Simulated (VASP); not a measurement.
Set up this calculation in VASP 6.6.1, as the native input.

* Task: single point
* Functional: PBEsol
* Potentials or basis: VASP PAW PBE potentials, release 64 (Zr_sv)
* Cutoff: 520 eV
* k mesh: 10 × 10 × 10
* Occupations: gaussian, width 0.1 eV
* Spin: collinear spin, ferromagnetic start
* Starting moments: [-0.45] μB
* Dipole correction: no
* Further INCAR settings: ALGO = Normal; EDIFF = 1e-06; NBANDS = 16

The structure of Zr lies in POSCAR:

```
Zr
1.0
    0.0000000000      2.2331123591      2.2331123591
    2.2331123591      0.0000000000      2.2331123591
    2.2331123591      2.2331123591      0.0000000000
Zr
1
Direct
    0.0000000000      0.0000000000      0.0000000000
```

The input as run:

INCAR

```
SYSTEM = Zr
  PREC = Accurate
  ENCUT = 520
  EDIFF = 1E-6
  ISMEAR = 0
  SIGMA = 0.1
  LREAL = .False.
  LASPH = .True.
  NELM = 150
  ALGO = Normal
  ISIF = 2
  LWAVE = .False.
  LCHARG = .False.
  ISPIN = 2
  MAGMOM = -0.45
  LORBIT = 11
  LMAXMIX = 4
  GGA = PS
  NBANDS = 16
```

KPOINTS

```
regular mesh
0
Gamma
  10 10 10
  0 0 0
```

Potentials or basis: VASP PAW PBE potentials, release 64 (Zr_sv).

Launch:

```console
$ cat potpaw_PBE.64/Zr_sv/POTCAR > POTCAR
$ mpirun -np 1 vasp_std > vasp.out
```

Results of the run:

| Quantity | Value |
| --- | --- |
| Pressure | 0.0 GPa |
| Band gap on the k mesh | zero (filled and empty bands overlap) |
| Net moment | 0.00 μB per cell |
| Valence electrons inside the program's atomic spheres | Zr 9.88 |

Caveat: the PAW data sets were made with another functional, which shifts forces and pressure a little.

Wall time 42 s on 1 thread of AMD EPYC 7R43 64-Core Processor (Zen 3) (shared host), peak memory 0.12 GiB.
